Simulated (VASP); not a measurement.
# Cu (I4/mmm) in VASP: notebook

Cu is run at these levels: LDA, LDA+U; tasks: relaxation of cell and atoms.

All numbers are computed with VASP 6.6.1; they aren't measurements. Logs are shortened: lines on timing, memory, paths and dates and some standing lists are left out, and cuts for length are marked.

## 1. The cell of the first run

Symmetry: I4/mmm, No. 139, tetragonal system. Conventional cell: a = 2.940 Å, b = 2.940 Å, c = 2.760 Å, α = 90.00°, β = 90.00°, γ = 90.00°. Within 3.3 Å of Cu (site symmetry 4/mmm) lie 14 Cu at 2.50 to 2.94 Å.

## 2. Relaxation of cell and atoms, LDA

File INCAR:

```
SYSTEM = Cu
PREC     = Accurate       ! precision mode
ENCUT    = 600            ! plane-wave cutoff, eV
EDIFF    = 1E-6           ! SCF threshold, eV
ISMEAR   = -1             ! smearing method
SIGMA    = 0.05           ! smearing width, eV
LREAL    = .False.        ! projectors in reciprocal space
LASPH    = .True.         ! aspherical terms in the spheres
NELM     = 100            ! most SCF steps
ALGO     = Normal         ! electronic algorithm
ISIF     = 3              ! what is computed and relaxed
LWAVE    = .False.        ! write WAVECAR
LCHARG   = .False.        ! write CHGCAR
IBRION   = 2              ! ionic algorithm
NSW      = 100            ! ionic steps
EDIFFG   = -0.005         ! ionic threshold
```

File KPOINTS:

```
Automatic mesh
0
Gamma
  16 16 16
  0 0 0
```

File POSCAR:

```
Cu
1.0
   -1.4698188270      1.4698188270      1.3801589208
    1.4698188270     -1.4698188270      1.3801589208
    1.4698188270      1.4698188270     -1.3801589208
Cu
1
Direct
    0.0000000000      0.0000000000      0.0000000000
```

Potentials or basis: VASP PAW LDA potentials, release 64 (Cu).

Run with:

```console
> cat potpaw_LDA.64/Cu/POTCAR > POTCAR
> mpirun -np 1 vasp_std > vasp.out
```

OUTCAR:

```text
SYSTEM = Cu
   PREC = Accurate
   ENCUT = 600
   EDIFF = 1E-6
   ISMEAR = -1
   LREAL = .False.
   LASPH = .True.
   NELM = 100
   ISIF = 3
   IBRION = 2
   NSW = 100
   EDIFFG = -0.005

 ion  position               nearest neighbor table
   1  0.000  0.000  0.000-

  LATTYP: Found a body centered tetragonal cell.
 ALAT       =     2.9396376540
 C/A-ratio  =     0.9389993484

  Lattice vectors:

 A1 = (  -1.4698188270,   1.4698188270,   1.3801589208)
 A2 = (   1.4698188270,  -1.4698188270,   1.3801589208)
 A3 = (   1.4698188270,   1.4698188270,  -1.3801589208)

Analysis of symmetry for initial positions (statically):
=====================================================================
 Subroutine PRICEL returns:
 Original cell was already a primitive cell.

 Routine SETGRP: Setting up the symmetry group for a
 body centered tetragonal supercell.

 Subroutine GETGRP returns: Found 16 space group operations
 (whereof 16 operations were pure point group operations)
 out of a pool of 16 trial point group operations.

The static configuration has the point symmetry D_4h.

Analysis of symmetry for dynamics (positions and initial velocities):
=====================================================================
 Subroutine PRICEL returns:
 Original cell was already a primitive cell.

 Routine SETGRP: Setting up the symmetry group for a
 body centered tetragonal supercell.

 Subroutine GETGRP returns: Found 16 space group operations
 (whereof 16 operations were pure point group operations)
 out of a pool of 16 trial point group operations.

The dynamic configuration has the point symmetry D_4h.

 Subroutine INISYM returns: Found 16 space group operations
 (whereof 16 operations are pure point group operations),
 and found     1 'primitive' translations

----------------------------------------------------------------------------------------

                                     Primitive cell

  volume of cell :      11.9266

  direct lattice vectors                    reciprocal lattice vectors
    -1.469818827  1.469818827  1.380158921     0.000000000  0.340177980  0.362277121
     1.469818827 -1.469818827  1.380158921     0.340177980  0.000000000  0.362277121
     1.469818827  1.469818827 -1.380158921     0.340177980  0.340177980  0.000000000

  length of vectors
     2.495109900  2.495109900  2.495109900     0.496956508  0.496956508  0.481084313

  position of ions in fractional coordinates (direct lattice)
     0.000000000  0.000000000  0.000000000

  ion indices of the primitive-cell ions
   primitive index   ion index
                 1           1

----------------------------------------------------------------------------------------

 KPOINTS: Automatic mesh

Automatic generation of k-mesh.
 Grid dimensions read from file:
 generate k-points for:   16   16   16

 Generating k-lattice:

  Cartesian coordinates                     Fractional coordinates (reciprocal lattice)
     0.000000000  0.021261124  0.022642320     0.062500000  0.000000000  0.000000000
     0.021261124  0.000000000  0.022642320     0.000000000  0.062500000  0.000000000
     0.021261124  0.021261124  0.000000000     0.000000000  0.000000000  0.062500000

  Length of vectors
     0.031059782  0.031059782  0.030067770

  Shift w.r.t. Gamma in fractional coordinates (k-lattice)
     0.000000000  0.000000000  0.000000000

 Subroutine IBZKPT returns following result:
 ===========================================

 Found    349 irreducible k-points:

 Following reciprocal coordinates:
            Coordinates               Weight
  0.000000  0.000000  0.000000      1.000000
  0.062500  0.000000  0.000000      8.000000
  0.125000  0.000000  0.000000      8.000000
  0.187500  0.000000  0.000000      8.000000
  0.250000  0.000000  0.000000      8.000000
  0.312500  0.000000 -0.000000      8.000000
[... 16 lines left out ...]
 -0.125000  0.062500  0.000000     16.000000
 -0.062500  0.062500  0.000000      4.000000
 [... further k-points ...]
   k-points           NKPTS =    349   k-points in BZ     NKDIM =    349   number of bands    NBANDS=      9
   number of dos      NEDOS =    301   number of ions     NIONS =      1
   total plane-waves  NPLWV =   8000
   dimension x,y,z NGX =    20 NGY =   20 NGZ =   20
   dimension x,y,z NGXF=    40 NGYF=   40 NGZF=   40
   ions per type =               1
   NGX,Y,Z   is equivalent  to a cutoff of  13.33, 13.33, 13.33 a.u.
   NGXF,Y,Z  is equivalent  to a cutoff of  26.65, 26.65, 26.65 a.u.
 SYSTEM =  Cu
   PREC   = accura    normal or accurate (medium, high low for compatibility)
   ISTART =      0    job   : 0-new  1-cont  2-samecut
   ICHARG =      2    charge: 1-file 2-atom 10-const
   ISPIN  =      1    spin polarized calculation?
   LNONCOLLINEAR =      F non collinear calculations
   LSORBIT =      F    spin-orbit coupling
   LASPH  =      T    aspherical Exc in radial PAW
   ENCUT  =  600.0 eV  44.10 Ry    6.64 a.u.   4.98  4.98  4.98*2*pi/ulx,y,z
   NELM   =    100;   NELMIN=  2; NELMDL= -5     # of ELM steps
   EDIFF  = 0.1E-05   stopping-criterion for ELM
   LREAL  =      F    real-space projection
   EDIFFG = -.5E-02   stopping-criterion for IOM
   NSW    =    100    number of steps for IOM
   IBRION =      2    ionic relax: 0-MD 1-quasi-New 2-CG
   NFREE  =      1    steps in history (QN), initial steepest desc. (CG)
   ISIF   =      3    stress and relaxation
   ISYM   =      2    0-nonsym 1-usesym 2-fastsym
   POTIM  = 0.5000    time-step for ionic-motion
   TEBEG  =    0.0;   TEEND  =   0.0 temperature during run
   PSTRESS=    0.0 pullay stress
   NELECT =      11.0000    total number of electrons
   NUPDOWN=      -1.0000    fix difference up-down
   EMIN   =  10.00;   EMAX   =-10.00  energy-range for DOS
   EFERMI =   0.00;   METHOD = LEGACY
   ISMEAR =    -1;   SIGMA  =   0.05  broadening in eV -4-tet -1-fermi 0-gaus
   EFERMI_NEDOS =   21; number of points for ismear=-14 and -15
   IALGO  =     38    algorithm
   IMIX   =      4    mixing-type and parameters
     AMIX     =   0.40;   BMIX     =  1.00
     AMIX_MAG =   1.60;   BMIX_MAG =  1.00
  volume/ion in A,a.u.               =      11.93        80.48
  Fermi-wavevector in a.u.,A,eV,Ry     =   1.593554  3.011381 34.550836  2.539415
  Thomas-Fermi vector in A             =   2.691766
   LORBIT       =      0    0 simple, 1 ext, 2 COOP (PROOUT), +10 PAW based schemes
   GGA     = CA    functional components
   LHFCALC =     F    Hartree Fock is set to
   AEXX    =    0.0000 exact exchange contribution
   IVDW    =     0    specifies the selected vdW correction
   LEPSILON=     F    determine dielectric tensor
   LRPA    =     F    only Hartree local field effects (RPA)
 conjugate gradient relaxation of ions
 non-spin polarized calculation
  energy-cutoff  :      600.00
  volume of cell :       11.93
 maximum number of plane-waves:       418
   NGX =  9   NGY =  9   NGZ =  9

--------------------------------------- Ionic step        1  -------------------------------------------

 number of electron      10.9999993 magnetization

 Free energy of the ion-electron system (eV)
  ---------------------------------------------------
  ext. energy  EPLUGINS =         0.00000000
  ---------------------------------------------------
  free energy    TOTEN  =        -4.62660259 eV

  energy without entropy =       -4.62235902  energy(sigma->0) =       -4.62448081

------------------------ aborting loop because EDIFF is reached ----------------------------------------

  FORCE on cell =-STRESS in cart. coord.  units (eV):
  Direction    XX          YY          ZZ          XY          YZ          ZX
  --------------------------------------------------------------------------------------
  -------------------------------------------------------------------------------------
  Total       -0.8974901     -0.8974901     -0.9200428      0.0000000     -0.0000000      0.0000000
  in kB     -120.5656395   -120.5656395   -123.5952898      0.0000000     -0.0000000      0.0000000
  external PRESSURE =    -121.5755230 kB  Pullay stress =       0.0000000 kB
[... 86 lines left out ...]
  FREE ENERGIE OF THE ION-ELECTRON SYSTEM (eV)
  ---------------------------------------------------
  free  energy   TOTEN  =        -4.6655937847 eV

  energy  without entropy=       -4.6615175605  energy(sigma->0) =       -4.66355567

[... ionic steps 4 to 10 ...]

--------------------------------------- Ionic step       11  -------------------------------------------

 number of electron      11.0000004 magnetization

------------------------ aborting loop because EDIFF is reached ----------------------------------------

  FORCE on cell =-STRESS in cart. coord.  units (eV):
  Direction    XX          YY          ZZ          XY          YZ          ZX
  --------------------------------------------------------------------------------------
  -------------------------------------------------------------------------------------
  Total        0.0073820      0.0073820      0.0000169      0.0000000      0.0000000      0.0000000
  in kB        1.0775170      1.0775170      0.0024737      0.0000000      0.0000000      0.0000000
  external PRESSURE =       0.7191692 kB  Pullay stress =       0.0000000 kB
[... 55 lines left out ...]
  energy  without entropy=       -4.6615199466  energy(sigma->0) =       -4.66355763

--------------------------------------- Ionic step       13  -------------------------------------------

 number of electron      11.0000004 magnetization

 Free energy of the ion-electron system (eV)
  ---------------------------------------------------
  ext. energy  EPLUGINS =         0.00000000
  ---------------------------------------------------
  free energy    TOTEN  =        -4.66559575 eV

  energy without entropy =       -4.66151972  energy(sigma->0) =       -4.66355773

 E-fermi :   8.3090     XC(G=0): -13.5358

 val. band max:        8.2816684459   @ k =   0.5000   0.2500   0.1250
 cond. band min:       8.3094721423   @ k =   0.5000   0.1250   0.0625
 fundamental gap:      0.0278036964
 Fermi energy:         8.3090121779

 k-point     1 :       0.0000    0.0000    0.0000
  band No.  band energies     occupation
      1      -1.6230      2.00000
      2       4.7109      2.00000
      3       4.9988      2.00000
      4       4.9988      2.00000
      5       5.8616      2.00000
      6       6.1707      2.00000
      7      33.4146      0.00000
      8      33.4146      0.00000
      9      35.2068      0.00000
[... 265 lines left out ...]
 k-point    24 :      -0.0625    0.0625    0.0000
  band No.  band energies     occupation
      1      -1.4710      2.00000
      2       4.7151      2.00000
      3       4.9726      2.00000
      4       5.0597      2.00000
      5       5.8302      2.00000
      6       6.1657      2.00000
      7      31.5296      0.00000
      8      33.4008      0.00000
      9      34.8638      0.00000

 [... further k-points ...]
[... 5 lines left out ...]
  --------------------------------------------------------------------------------------
  -------------------------------------------------------------------------------------
  Total        0.0047008      0.0047008     -0.0030717      0.0000000      0.0000000      0.0000000
  in kB        0.6859273      0.6859273     -0.4482116      0.0000000      0.0000000      0.0000000
  external PRESSURE =       0.3078810 kB  Pullay stress =       0.0000000 kB
[... 16 lines left out ...]
  FREE ENERGIE OF THE ION-ELECTRON SYSTEM (eV)
  ---------------------------------------------------
  free  energy   TOTEN  =        -4.6655957472 eV

  energy  without entropy=       -4.6615197169  energy(sigma->0) =       -4.66355773

 reached required accuracy - stopping structural energy minimisation
```

Run time: 2.9 min. Hardware: 1 thread of Intel Xeon 8259CL, shared host; peak memory 0.18 GiB.

What came out:

| Property | Result |
| --- | --- |
| Free energy | -4.6656 eV |
| Relaxed volume | 10.98 Å³/atom |
| Relaxed cell | a = 2.427 Å, b = 2.427 Å, c = 2.427 Å, α = 107.79°, β = 107.79°, γ = 112.88° |
| Space group after relaxing (to 0.1 Å) | I4/mmm (No. 139) |
| Energy gained by relaxing | 39.0 meV/atom |
| Ionic steps | 13 |
| Pressure after relaxing | 0.0 GPa |
| Band gap on the k mesh | zero (an odd number of electrons rules out a gap without spin polarisation) |

The path:
```tsv
step	energy change (eV)	largest force (eV/Å)	pressure (GPa)	volume (Å³)
1	0.0000	0.0000	-12.16	11.93
2	-0.0217	0.0000	10.58	10.43
3	-0.0390	0.0000	-0.07	10.99
4	-0.0390	0.0000	0.21	10.97
5	-0.0390	0.0000	-0.06	10.99
6	-0.0390	0.0000	-0.05	10.98
7	-0.0390	0.0000	0.00	10.98
8	-0.0390	0.0000	-0.53	10.98
9	-0.0390	0.0000	0.11	10.97
10	-0.0390	0.0000	0.11	10.98
11	-0.0390	0.0000	0.07	10.98
12	-0.0390	0.0000	0.06	10.98
13	-0.0390	0.0000	0.03	10.98
```

Final structure:
```xyz
1
Lattice="-1.4303 1.4303 1.3418 1.4303 -1.4303 1.3418 1.4303 1.4303 -1.3418" Properties=species:S:1:pos:R:3 pbc="T T T"
Cu    0.0000    0.0000    0.0000
```

## 3. Relaxation of cell and atoms, LDA+U

File INCAR:

```
  ALGO = Normal
  EDIFF = 1E-7
  EDIFFG = -0.005
  ENCUT = 600
  GGA = CA
  IBRION = 2
  ISIF = 3
  ISMEAR = -1
  LASPH = T
  LCHARG = F
  LDAU = T
  LDAUJ = 0
  LDAUL = 2
  LDAUPRINT = 1
  LDAUTYPE = 2
  LDAUU = 5
  LMAXMIX = 4
  LREAL = F
  LWAVE = F
  NELM = 150
  NSW = 100
  PREC = Accurate
  SIGMA = 0.05
```

File KPOINTS:

```
k-points
0
Gamma
  16 16 16
```

POSCAR is that of step 2.

Potentials or basis: VASP PAW LDA potentials, release 64 (Cu).

Run with:

```console
> cat potpaw_LDA.64/Cu/POTCAR > POTCAR
> mpirun -np 1 vasp_std > vasp.out
```

Wall time 4.3 min (1 thread of Intel Xeon 8259CL, shared host); peak memory 0.18 GiB.

Results (log left out):

```yaml
Free_energy: -3.0370 eV
Relaxed_volume: 10.70 Å³/atom
Relaxed_cell: a = 2.411 Å, b = 2.411 Å, c = 2.411 Å, α = 106.64°, β = 106.64°, γ = 115.30°
Space_group_after_relaxing_to_0.1_Å: I4/mmm (No. 139)
Energy_gained_by_relaxing: 61.0 meV/atom
Ionic_steps: 15
Pressure_after_relaxing: 0.0 GPa
Band_gap_on_the_k_mesh: zero (an odd number of electrons rules out a gap without spin polarisation)
```

The path:
| step | energy change (eV) | largest force (eV/Å) | pressure (GPa) | volume (Å³) |
| --- | --- | --- | --- | --- |
| 1 | 0.0000 | 0.0000 | -13.74 | 11.93 |
| 2 | -0.0501 | 0.0000 | 7.60 | 10.25 |
| 3 | -0.0599 | 0.0000 | -0.02 | 10.68 |
| 4 | -0.0599 | 0.0000 | 0.31 | 10.66 |
| 5 | -0.0599 | 0.0000 | -0.07 | 10.69 |
| 6 | -0.0599 | 0.0000 | -0.16 | 10.69 |
| 7 | -0.0599 | 0.0000 | -0.37 | 10.71 |
| 8 | -0.0599 | 0.0000 | -0.27 | 10.70 |
| 9 | -0.0600 | 0.0000 | -0.29 | 10.70 |
| 10 | -0.0601 | 0.0000 | -0.38 | 10.71 |
| 11 | -0.0605 | 0.0000 | -0.50 | 10.72 |
| 12 | -0.0609 | 0.0000 | -0.71 | 10.74 |
| 13 | -0.0609 | 0.0000 | -0.68 | 10.74 |
| 14 | -0.0610 | 0.0000 | -0.18 | 10.71 |
| 15 | -0.0610 | 0.0000 | -0.04 | 10.70 |

Final structure:
```
CELL_PARAMETERS angstrom
-1.43996 1.43996 1.28995
1.43996 -1.43996 1.28995
1.43996 1.43996 -1.28995
ATOMIC_POSITIONS crystal
Cu 0.00000 0.00000 0.00000
```

Levels at points of the mesh, in eV from the Fermi level:
```tsv
k point	band 2	band 3	band 4	band 5	band 6	band 7	band 8	band 9
(0.00, 0.00, 0.00)	-4.72	-4.21	-4.21	-3.57	-3.03	25.20	25.20	28.61
(0.50, 0.00, 0.00)	-5.42	-3.32	-2.81	-2.33	0.10	5.45	18.01	18.31
(0.50, 0.50, 0.00)	-4.80	-3.65	-3.27	-2.40	-0.83	4.14	21.00	21.88
(0.50, 0.50, 0.50)	-6.12	-2.58	-2.58	-2.42	7.80	7.80	12.37	12.79
```

Eigenvalues of the final occupation matrices:
```csv
site,spin,trace,eigenvalues
site 1 d,1,4.69,0.93 0.94 0.94 0.94 0.95
site 1 d,2,4.69,0.93 0.94 0.94 0.94 0.95
```

Caveat: U without spin polarisation on a metal has little footing; the U is typed as a test and isn't derived for this compound.
